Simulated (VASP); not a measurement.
Crystal: CO2.

```
CELL_PARAMETERS angstrom
5.62400 0.00000 0.00000
0.00000 5.62400 0.00000
0.00000 0.00000 5.62400
ATOMIC_POSITIONS crystal
C 0.00000 0.00000 0.00000
C 0.50000 0.00000 0.50000
C 0.50000 0.50000 0.00000
C 0.00000 0.50000 0.50000
O 0.11995 0.11995 0.11995
O 0.38005 0.88005 0.61995
O 0.61995 0.38005 0.88005
O 0.88005 0.61995 0.38005
O 0.88005 0.88005 0.88005
O 0.61995 0.11995 0.38005
O 0.38005 0.61995 0.11995
O 0.11995 0.38005 0.61995
```

Base run:

* Program: VASP 6.6.1
* Functional: PBE
* Potentials or basis: VASP PAW PBE potentials, release 64 (C, O)
* Cutoff: 520 eV
* k mesh: 4 × 4 × 4
* Occupations: fermi-dirac, width 0.02 eV
* Spin: no spin polarisation

Its results: band gap on the k mesh 6.77 eV; pressure 2.8 GPa; largest force 0.637 eV/Å.

The run is repeated on the same cell with these changes: functional from PBE to r2SCAN; further incar settings from ALGO = Normal; EDIFF = 1e-06; NBANDS = 44 to ALGO = Normal; EDIFF = 1e-08; NBANDS = 44. What comes out?

Band gap on the k mesh 7.40 eV; pressure -0.8 GPa; largest force 0.106 eV/Å.

Caveats: this functional lacks dispersion, which holds the molecules together, so the pressure and a relaxed volume are unreliable (at least some runs); the PAW data sets were made with another functional, which shifts forces and pressure a little (at least some runs).

A k mesh can miss the band edges.
